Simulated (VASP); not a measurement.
Wanted: the native input for a VASP 6.6.1 run.

| Quantity | Value |
| --- | --- |
| Task | single point |
| Functional | LDA |
| Potentials or basis | VASP PAW LDA potentials, release 64 (Ti_sv) |
| Cutoff | 520 eV |
| k mesh | 8 × 8 × 8 |
| Occupations | gaussian, width 0.1 eV |
| Spin | no spin polarisation |
| Dipole correction | no |
| Further INCAR settings | ALGO = Normal; EDIFF = 1e-06; NBANDS = 12 |

The structure of Ti lies in POSCAR:

```
Ti
1.0
   -1.5630805785      1.5630805785      1.5630805785
    1.5630805785     -1.5630805785      1.5630805785
    1.5630805785      1.5630805785     -1.5630805785
Ti
1
Direct
    0.0000000000      0.0000000000      0.0000000000
```

These files were run (other wordings do the same):

INCAR

```
PREC = Accurate
ENCUT = 520
EDIFF = 1E-6
ISMEAR = 0
SIGMA = 0.1
LREAL = False
LASPH = True
NELM = 80
ALGO = Normal
ISIF = 2
LWAVE = False
LCHARG = False
NBANDS = 12
```

KPOINTS

```
regular mesh
0
Gamma
  8 8 8
```

Potentials or basis: VASP PAW LDA potentials, release 64 (Ti_sv).

Command:

```console
$ cat potpaw_LDA.64/Ti_sv/POTCAR > POTCAR
$ mpirun -np 1 vasp_std > vasp.out
```

It gave:

- Pressure: 5.0 GPa
- Band gap on the k mesh: zero (band 6 reaches 10.29 eV, above the bottom of band 7 at 8.60 eV)

Run time: 3.8 s on 1 thread of Intel Xeon 6975P-C (shared host), peak memory 0.12 GiB.
